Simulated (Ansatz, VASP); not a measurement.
Si2Mo: VASP beside Ansatz

```
Si Mo
1.0
    -1.61184    1.61184    3.93557
     1.61184   -1.61184    3.93557
     1.61184    1.61184   -3.93557
Si Mo
2 1
Direct
  0.33559 0.33559 0.00000
  0.66441 0.66441 0.00000
  0.00000 0.00000 0.00000
```

Alike in both runs: functional r2SCAN; k mesh 13 × 13 × 13; occupations fermi-dirac, width 0.1 eV; no spin polarisation.

Ansatz relaxed the structure, and its values are those at the end. VASP's run is a single point on that final structure, the one shown.

|  | VASP | Ansatz |
| --- | --- | --- |
| version | VASP 6.6.1 | Ansatz 0.2.0 |
| potentials or method | VASP PAW PBE potentials, release 64 (Si, Mo_sv), cutoff 520 eV | PAW plane waves |
| valence electrons in the cell | 22 | 22 |

|  | VASP | Ansatz | Ansatz less VASP |
| --- | --- | --- | --- |
| pressure (GPa) | -3.9 | -4.2 | -0.29 |
| rms of the force components (eV/Å) | 0.000 | 0.003 | +0.0032 |

VASP's potentials were made for PBE, not for r2SCAN. Ansatz's warnings: stress scf threshold loose.
